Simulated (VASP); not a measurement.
Here is a VASP 6.6.1 calculation.

INCAR

```
ALGO = Normal
EDIFF = 1E-7
EDIFFG = -0.005
ENCUT = 600
GGA_COMPAT = F
IBRION = 2
ISIF = 3
ISMEAR = -1
LASPH = T
LCHARG = F
LREAL = F
LWAVE = F
NELM = 120
NELMIN = 4
NSW = 32
PREC = Accurate
PSTRESS = 1400.0
SIGMA = 0.05
```

File KPOINTS:

```
k-points
0
Gamma
  21 21 21
```

POSCAR

```
O
1.0
   -1.0824115149      1.0824115149      1.0824115149
    1.0824115149     -1.0824115149      1.0824115149
    1.0824115149      1.0824115149     -1.0824115149
O
1
Direct
    0.0000000000      0.0000000000      0.0000000000
```

Potentials or basis: VASP PAW LDA potentials, release 64 (O).

The run is started by

```console
$ cat potpaw_LDA.64/O/POTCAR > POTCAR
$ mpirun -np 1 vasp_std > vasp.out
```

Problem. What does it give for the space group after relaxing (to 0.1 Å)?

Solution. Im-3m (No. 229).

Problem. What does it give for the relaxed cell?

Solution. a = 1.875 Å, b = 1.875 Å, c = 1.875 Å, α = 109.47°, β = 109.47°, γ = 109.47°.

Problem. Estimate the relaxed volume.

Solution. 5.08 Å³/atom.

Problem. Predict the band gap on the k mesh.

Solution. Zero (bands 3 and 4 overlap by 8.79 eV).

The path:
```tsv
step	energy change (eV)	largest force (eV/Å)	pressure (GPa)	volume (Å³)
1	0.0000	0.0000	140.76	5.07
2	-0.0153	0.0000	138.25	5.09
3	-0.0046	0.0000	140.00	5.08
```

Caveat: the cell is relaxed towards a set pressure, so the run minimises the enthalpy, not the energy.
